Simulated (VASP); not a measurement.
# Ag (Fm-3m) in VASP: settings compared

Aim: see how the results for Ag move with the level of theory and the settings. Levels: PBE, BLYP+D3(BJ), SVWN5, LDA. Tasks: single point.

All numbers are computed with VASP 6.6.1; they aren't measurements. Logs are shortened: lines on timing, memory, paths and dates and some standing lists are left out, and cuts for length are marked.

### Step 1. The cell of the first run

The structure is cubic, space group Fm-3m (No. 225). Conventional cell: a = 4.085 Å, b = 4.085 Å, c = 4.085 Å, α = 90.00°, β = 90.00°, γ = 90.00°. Within 3.8 Å of Ag (site symmetry m-3m) lie 12 Ag at 2.89 Å.

### Step 2. Single point, PBE, non-collinear spin, zero start, spin-orbit coupling

File INCAR:

```
SYSTEM = Ag
PREC = Accurate
ENCUT = 520
EDIFF = 1E-7
ISMEAR = -1
SIGMA = 0.05
LREAL = .False.
LASPH = .True.
NELM = 150
ALGO = Normal
ISIF = 2
LWAVE = .False.
LCHARG = .True.
LNONCOLLINEAR = .True.
MAGMOM = 0 0 0
LORBIT = 11
LSORBIT = .True.
GGA_COMPAT = .False.
LORBMOM = .True.
LMAXMIX = 4
GGA = PE
LVHAR = .True.
NBANDS = 22
```

File KPOINTS:

```
Automatic mesh
0
Gamma
  8 8 8
  0 0 0
```

File POSCAR:

```
Ag
1.0
    0.0000000000      2.0427500000      2.0427500000
    2.0427500000      0.0000000000      2.0427500000
    2.0427500000      2.0427500000      0.0000000000
Ag
1
Direct
    0.0000000000      0.0000000000      0.0000000000
```

Potentials or basis: VASP PAW PBE potentials, release 64 (Ag).

Run with:

```sh
> cat potpaw_PBE.64/Ag/POTCAR > POTCAR
> mpirun -np 1 vasp_ncl > vasp.out
```

OUTCAR:

```text
SYSTEM = Ag
   PREC = Accurate
   ENCUT = 520
   EDIFF = 1E-7
   ISMEAR = -1
   LREAL = .False.
   LASPH = .True.
   NELM = 150
   ISIF = 2
   LNONCOLLINEAR = .True.
   LORBIT = 11
   LSORBIT = .True.
   GGA = PE

 ion  position               nearest neighbor table
   1  0.000  0.000  0.000-

  LATTYP: Found a face centered cubic cell.
 ALAT       =     4.0855000000

  Lattice vectors:

 A1 = (   0.0000000000,   2.0427500000,   2.0427500000)
 A2 = (   2.0427500000,   0.0000000000,   2.0427500000)
 A3 = (   2.0427500000,   2.0427500000,   0.0000000000)

Analysis of symmetry for initial positions (statically):
=====================================================================
 Subroutine PRICEL returns:
 Original cell was already a primitive cell.

 Routine SETGRP: Setting up the symmetry group for a
 face centered cubic supercell.

 Subroutine GETGRP returns: Found 48 space group operations
 (whereof 48 operations were pure point group operations)
 out of a pool of 48 trial point group operations.

The static configuration has the point symmetry O_h .

Analysis of symmetry for dynamics (positions and initial velocities):
=====================================================================
 Subroutine PRICEL returns:
 Original cell was already a primitive cell.

 Routine SETGRP: Setting up the symmetry group for a
 face centered cubic supercell.

 Subroutine GETGRP returns: Found 48 space group operations
 (whereof 48 operations were pure point group operations)
 out of a pool of 48 trial point group operations.

The dynamic configuration has the point symmetry O_h .

Analysis of structural, dynamic, and magnetic symmetry:
=====================================================================
 Subroutine PRICEL returns:
 Original cell was already a primitive cell.

 Routine SETGRP: Setting up the symmetry group for a
 face centered cubic supercell.

 Subroutine GETGRP returns: Found 48 space group operations
 (whereof 48 operations were pure point group operations)
 out of a pool of 48 trial point group operations.

The overall configuration has the point symmetry O_h .

 Subroutine INISYM returns: Found 48 space group operations
 (whereof 48 operations are pure point group operations),
 and found     1 'primitive' translations

----------------------------------------------------------------------------------------

                                     Primitive cell

  volume of cell :      17.0481

  direct lattice vectors                    reciprocal lattice vectors
     0.000000000  2.042750000  2.042750000    -0.244768082  0.244768082  0.244768082
     2.042750000  0.000000000  2.042750000     0.244768082 -0.244768082  0.244768082
     2.042750000  2.042750000  0.000000000     0.244768082  0.244768082 -0.244768082

  length of vectors
     2.888884755  2.888884755  2.888884755     0.423950755  0.423950755  0.423950755

  position of ions in fractional coordinates (direct lattice)
     0.000000000  0.000000000  0.000000000

  ion indices of the primitive-cell ions
   primitive index   ion index
                 1           1

----------------------------------------------------------------------------------------

 KPOINTS: Automatic mesh

Automatic generation of k-mesh.
 Grid dimensions read from file:
 generate k-points for:    8    8    8

 Generating k-lattice:

  Cartesian coordinates                     Fractional coordinates (reciprocal lattice)
    -0.030596010  0.030596010  0.030596010     0.125000000  0.000000000  0.000000000
     0.030596010 -0.030596010  0.030596010     0.000000000  0.125000000  0.000000000
     0.030596010  0.030596010 -0.030596010     0.000000000  0.000000000  0.125000000

  Length of vectors
     0.052993844  0.052993844  0.052993844

  Shift w.r.t. Gamma in fractional coordinates (k-lattice)
     0.000000000  0.000000000  0.000000000

 Subroutine IBZKPT returns following result:
[... 41 lines left out ...]
   ISTART =      0    job   : 0-new  1-cont  2-samecut
   ICHARG =      2    charge: 1-file 2-atom 10-const
   ISPIN  =      1    spin polarized calculation?
   LNONCOLLINEAR =      T non collinear calculations
   LSORBIT =      T    spin-orbit coupling
   LASPH  =      T    aspherical Exc in radial PAW
   ENCUT  =  520.0 eV  38.22 Ry    6.18 a.u.   5.37  5.37  5.37*2*pi/ulx,y,z
   NELM   =    150;   NELMIN=  2; NELMDL= -5     # of ELM steps
   EDIFF  = 0.1E-06   stopping-criterion for ELM
   LREAL  =      F    real-space projection
   EDIFFG = 0.1E-05   stopping-criterion for IOM
   NSW    =      0    number of steps for IOM
   IBRION =     -1    ionic relax: 0-MD 1-quasi-New 2-CG
   NFREE  =      0    steps in history (QN), initial steepest desc. (CG)
   ISIF   =      2    stress and relaxation
   ISYM   =      2    0-nonsym 1-usesym 2-fastsym
   POTIM  = 0.5000    time-step for ionic-motion
   TEBEG  =    0.0;   TEEND  =   0.0 temperature during run
   PSTRESS=    0.0 pullay stress
   NELECT =      11.0000    total number of electrons
   NUPDOWN=      -1.0000    fix difference up-down
   EMIN   =  10.00;   EMAX   =-10.00  energy-range for DOS
   EFERMI =   0.00;   METHOD = LEGACY
   ISMEAR =    -1;   SIGMA  =   0.05  broadening in eV -4-tet -1-fermi 0-gaus
   EFERMI_NEDOS =   21; number of points for ismear=-14 and -15
   IALGO  =     38    algorithm
   IMIX   =      4    mixing-type and parameters
     AMIX     =   0.40;   BMIX     =  1.00
     AMIX_MAG =   1.60;   BMIX_MAG =  1.00
  volume/ion in A,a.u.               =      17.05       115.05
  Fermi-wavevector in a.u.,A,eV,Ry     =   1.414644  2.673290 27.228221  2.001218
  Thomas-Fermi vector in A             =   2.536165
   LORBIT       =     11    0 simple, 1 ext, 2 COOP (PROOUT), +10 PAW based schemes
   GGA     = PE    functional components
   LHFCALC =     F    Hartree Fock is set to
   AEXX    =    0.0000 exact exchange contribution
   IVDW    =     0    specifies the selected vdW correction
   LEPSILON=     F    determine dielectric tensor
   LRPA    =     F    only Hartree local field effects (RPA)
  energy-cutoff  :      520.00
  volume of cell :       17.05
 maximum number of plane-waves:       954
 NGX is ok and might be reduce to    24
   NGX = 11   NGY = 11   NGZ = 11

 number of electron      11.0000000 magnetization       0.0000000      0.0000000      0.0000000

 number of electron      10.9999999 magnetization      -0.0000000      0.0000000     -0.0000000

 number of electron      10.9999999 magnetization       0.0000000     -0.0000000      0.0000000

 Free energy of the ion-electron system (eV)
  ---------------------------------------------------
  ext. energy  EPLUGINS =         0.00000000
  ---------------------------------------------------
  free energy    TOTEN  =        -2.70603211 eV

  energy without entropy =       -2.70202734  energy(sigma->0) =       -2.70402973

 E-fermi :   8.2594     XC(G=0): -12.2105

 val. band max:        8.1702928899   @ k =   0.5000   0.2500   0.1250
 cond. band min:       8.6587743389   @ k =   0.5000   0.3750   0.1250
 fundamental gap:      0.4884814491
 Fermi energy:         8.2593616491

 k-point     1 :       0.0000    0.0000    0.0000
  band No.  band energies     occupation
      1       0.6635      1.00000
      2       0.6635      1.00000
      3       3.4516      1.00000
      4       3.4516      1.00000
      5       3.4516      1.00000
      6       3.4516      1.00000
[... 589 lines left out ...]
     21      31.6911      0.00000
     22      31.6911      0.00000

 [... further k-points ...]
[... 5 lines left out ...]
  --------------------------------------------------------------------------------------
  -------------------------------------------------------------------------------------
  Total        0.5330618      0.5330618      0.5330618      0.0000000      0.0000000     -0.0000000
  in kB       50.0970907     50.0970907     50.0970907      0.0000000      0.0000000     -0.0000000
  external PRESSURE =      50.0970907 kB  Pullay stress =       0.0000000 kB

 VOLUME and BASIS-vectors are now :
 -----------------------------------------------------------------------------
  energy-cutoff  :      520.00
  volume of cell :       17.05
      direct lattice vectors                 reciprocal lattice vectors
     0.000000000  2.042750000  2.042750000    -0.244768082  0.244768082  0.244768082
     2.042750000  0.000000000  2.042750000     0.244768082 -0.244768082  0.244768082
     2.042750000  2.042750000  0.000000000     0.244768082  0.244768082 -0.244768082

 POSITION                                       TOTAL-FORCE (eV/Angst)
 -----------------------------------------------------------------------------------
      0.00000      0.00000      0.00000        -0.000000     -0.000000      0.000000
 -----------------------------------------------------------------------------------
    total drift:                                0.000000      0.000000     -0.000000

  FREE ENERGIE OF THE ION-ELECTRON SYSTEM (eV)
  ---------------------------------------------------
  free  energy   TOTEN  =        -2.7060321091 eV

  energy  without entropy=       -2.7020273424  energy(sigma->0) =       -2.70402973

 orbital moment (x)

 # of ion     p       d       tot
 ----------------------------------------
  1         0.000  -0.000  -0.000
 ----------------------------------------
            0.000  -0.000  -0.000

 orbital moment (y)

 # of ion     p       d       tot
 ----------------------------------------
  1        -0.000   0.000   0.000
 ----------------------------------------
           -0.000   0.000   0.000

 orbital moment (z)

 # of ion     p       d       tot
 ----------------------------------------
  1         0.000   0.000   0.000
 ----------------------------------------
            0.000   0.000   0.000

 Spin-Orbit-Coupling matrix elements

 Ion:    1  E_soc:     -0.0541864
 l=   1
     0.0000000    -0.0019755    -0.0019755
    -0.0019755     0.0000000    -0.0019755
    -0.0019755    -0.0019755     0.0000000
 l=   2
     0.0000000    -0.0014935     0.0000000    -0.0014935    -0.0055620
    -0.0014935     0.0000000    -0.0041715    -0.0014935    -0.0013905
     0.0000000    -0.0041715     0.0000000    -0.0041715     0.0000000
    -0.0014935    -0.0014935    -0.0041715     0.0000000    -0.0013905
    -0.0055620    -0.0013905     0.0000000    -0.0013905     0.0000000
 l=   3
     0.0000000     0.0000000     0.0000000     0.0000000     0.0000000     0.0000000     0.0000000
     0.0000000     0.0000000     0.0000000     0.0000000     0.0000000     0.0000000     0.0000000
     0.0000000     0.0000000     0.0000000     0.0000000     0.0000000     0.0000000     0.0000000
     0.0000000     0.0000000     0.0000000     0.0000000     0.0000000     0.0000000     0.0000000
     0.0000000     0.0000000     0.0000000     0.0000000     0.0000000     0.0000000     0.0000000
     0.0000000     0.0000000     0.0000000     0.0000000     0.0000000     0.0000000     0.0000000
     0.0000000     0.0000000     0.0000000     0.0000000     0.0000000     0.0000000     0.0000000

 total charge

# of ion       s       p       d       tot
------------------------------------------
    1        0.423   0.298   9.159   9.880

 magnetization (x)

# of ion       s       p       d       tot
------------------------------------------
    1        0.000   0.000   0.000   0.000

 magnetization (y)

# of ion       s       p       d       tot
------------------------------------------
    1        0.000  -0.000   0.000   0.000

 magnetization (z)

# of ion       s       p       d       tot
------------------------------------------
    1       -0.000   0.000   0.000  -0.000
```

It took 33 s on 1 thread of Intel Xeon Platinum 8259CL at 2.50GHz (Skylake/Cascade Lake), shared host; peak memory 0.2 GiB.

Results:

```yaml
Free_energy: -2.7060 eV
Pressure: 5.0 GPa
Net_moment: 0.00 μB per cell
Valence_electrons_inside_the_program's_atomic_spheres: Ag 9.88
```

Moments on the atoms (μB; x, y, z):
```
Ag  0.00 0.00 0.00
```

### Step 3. Single point, BLYP+D3(BJ)

File INCAR:

```
  PREC = Accurate
  ENCUT = 520
  EDIFF = 1E-6
  ISMEAR = -1
  SIGMA = 0.05
  LREAL = F
  LASPH = T
  NELM = 100
  ALGO = Normal
  ISIF = 2
  LWAVE = F
  LCHARG = F
  GGA = B5
  ALDAX = 1.0
  AGGAX = 1.0
  AGGAC = 1.0
  ALDAC = 0.0
  IVDW = 12
  VDW_S6 = 1.0
  VDW_S8 = 2.6996
  VDW_A1 = 0.4298
  VDW_A2 = 4.2359
  NBANDS = 12
```

File KPOINTS:

```
Automatic mesh
0
Gamma
  11 11 11
```

POSCAR is that of step 2.

Potentials or basis: VASP PAW PBE potentials, release 64 (Ag).

Run with:

```sh
> cat potpaw_PBE.64/Ag/POTCAR > POTCAR
> mpirun -np 1 vasp_std > vasp.out
```

OUTCAR:

```text
PREC = Accurate
   ENCUT = 520
   EDIFF = 1E-6
   ISMEAR = -1
   LREAL = F
   LASPH = T
   NELM = 100
   ISIF = 2
   GGA = B5
   IVDW = 12
 IVDW          = 12

 ion  position               nearest neighbor table
   1  0.000  0.000  0.000-

  LATTYP: Found a face centered cubic cell.
 ALAT       =     4.0855000000

  Lattice vectors:

 A1 = (   0.0000000000,   2.0427500000,   2.0427500000)
[... 538 lines left out ...]
     10      29.5495      0.00000
     11      30.0858      0.00000
     12      33.5060      0.00000

 [... further k-points ...]

------------------------ aborting loop because EDIFF is reached ----------------------------------------

 Edisp (eV)   -1.34450

 E8    (eV) :    -0.9894

  FORCE on cell =-STRESS in cart. coord.  units (eV):
  Direction    XX          YY          ZZ          XY          YZ          ZX
  --------------------------------------------------------------------------------------
  -------------------------------------------------------------------------------------
  Total      -0.09486    -0.09486    -0.09486     0.00000     0.00000    -0.00000
  in kB      -8.91510    -8.91510    -8.91510     0.00000     0.00000    -0.00000
  external pressure =       -8.92 kB  Pullay stress =        0.00 kB

 VOLUME and BASIS-vectors are now :
 -----------------------------------------------------------------------------
  energy-cutoff  :      520.00
  volume of cell :       17.05
      direct lattice vectors                 reciprocal lattice vectors
     0.000000000  2.042750000  2.042750000    -0.244768082  0.244768082  0.244768082
     2.042750000  0.000000000  2.042750000     0.244768082 -0.244768082  0.244768082
     2.042750000  2.042750000  0.000000000     0.244768082  0.244768082 -0.244768082

 POSITION                                       TOTAL-FORCE (eV/Angst)
 -----------------------------------------------------------------------------------
      0.00000      0.00000      0.00000        -0.000000      0.000000      0.000000
 -----------------------------------------------------------------------------------
    total drift:                                0.000000     -0.000000     -0.000000

  FREE ENERGIE OF THE ION-ELECTRON SYSTEM (eV)
  ---------------------------------------------------
  free  energy   TOTEN  =        -3.3640396196 eV

  energy  without entropy=       -3.3604476850  energy(sigma->0) =       -3.36224365
```

stdout:

```text
POSCAR found type information on POSCAR Ag
 POSCAR found :  1 types and       1 ions
 scaLAPACK will be used
 -----------------------------------------------------------------------------
|                                                                             |
|                                                                             |
|     You enforced a specific xc type in the INCAR file but a different       |
|     I HOPE YOU KNOW WHAT YOU ARE DOING!                                     |
|                                                                             |
 -----------------------------------------------------------------------------

 LDA part: xc-table for (Slater(with rela. corr.)+VWN5), standard interpolation
 POSCAR, INCAR and KPOINTS ok, starting setup
 FFT: planning ... GRIDC
 FFT: planning ... GRID_SOFT
 FFT: planning ... GRID
 WAVECAR not read
 entering main loop
```

Wall time 12 s (1 thread of AMD EPYC 7R13 (Zen 3), shared host); peak memory 0.12 GiB.

What came out:

| Quantity | Value |
| --- | --- |
| Free energy | -3.3640 eV |
| Pressure | -0.9 GPa |
| Dispersion energy per atom | -1.345 eV |

Caveat: the PAW data sets were made with another functional, which shifts forces and pressure a little; pairwise dispersion overbinds metals, which lowers pressure and volume.

### Step 4. Single point, SVWN5

File INCAR:

```
SYSTEM = Ag
ALGO     = Fast           ! electronic algorithm
EDIFF    = 1E-6           ! SCF threshold, eV
ENCUT    = 520            ! plane-wave cutoff, eV
GGA      = VW             ! functional
ISIF     = 2              ! what is computed and relaxed
ISMEAR   = -1             ! smearing method
LASPH    = .TRUE.         ! aspherical terms in the spheres
LCHARG   = .FALSE.        ! write CHGCAR
LREAL    = .FALSE.        ! projectors in reciprocal space
LWAVE    = .FALSE.        ! write WAVECAR
NBANDS   = 12             ! bands
NELM     = 80             ! most SCF steps
PREC     = Accurate       ! precision mode
SIGMA    = 0.05           ! smearing width, eV
```

File KPOINTS:

```
k-points
0
G
  11 11 11
  0 0 0
```

POSCAR is that of step 3.

Run with:

```sh
> cat potpaw_PBE.64/Ag/POTCAR > POTCAR
> mpirun -np 1 vasp_std > vasp.out
```

Run time: 8 s. Hardware: 1 thread of AMD EPYC 7R13 (Zen 3), shared host; peak memory 0.1 GiB.

It converged, with:

```
Free energy : -3.7418 eV
Pressure    : -7.7 GPa
```

Levels at points of the mesh, in eV from the Fermi level:
| k point | band 4 | band 5 | band 6 | band 7 | band 8 | band 9 |
| --- | --- | --- | --- | --- | --- | --- |
| (0.00, 0.00, 0.00) | -4.99 | -3.93 | -3.93 | 15.87 | 19.35 | 19.35 |

Caveat: the PAW data sets were made with another functional, which shifts forces and pressure a little.

[end of part 1 of 2]
